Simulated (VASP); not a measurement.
Ta:

```
Ta
1.0
     0.00000    2.08252    2.08252
     2.08252    0.00000    2.08252
     2.08252    2.08252    0.00000
Ta
1
Cartesian
  0.0000 0.0000 0.0000
```

| Property | Result |
| --- | --- |
| Program | VASP 6.6.1 |
| Task | relaxation of cell and atoms |
| Functional | revPBE |
| Potentials or basis | VASP PAW PBE potentials, release 64 (Ta_pv) |
| Cutoff | 600 eV |
| k mesh | 13 × 13 × 13 |
| Occupations | fermi-dirac, width 0.1 eV |
| Spin | no spin polarisation |

At the start: pressure 11.2 GPa; volume 18.06 Å³/atom.

Question: How do energy, volume and symmetry change on relaxing?

Answer: Over 4 steps the energy falls by 33.5 meV/atom and the volume is 19.07 Å³/atom (+5.6 %); space group Fm-3m (No. 225, to 0.05 Å).

Step by step:
```csv
step,energy change (eV),largest force (eV/Å),pressure (GPa),volume (Å³)
1,0.0000,0.0000,11.19,18.06
2,0.1228,0.0000,-18.14,21.57
3,-0.0335,0.0000,-0.43,19.11
4,-0.0335,0.0000,-0.03,19.07
```

Final structure:
```
CELL_PARAMETERS angstrom
0.00000 2.12051 2.12051
2.12051 0.00000 2.12051
2.12051 2.12051 0.00000
ATOMIC_POSITIONS crystal
Ta 0.00000 0.00000 0.00000
```

Caveat: the PAW data sets were made with another functional, which shifts forces and pressure a little.
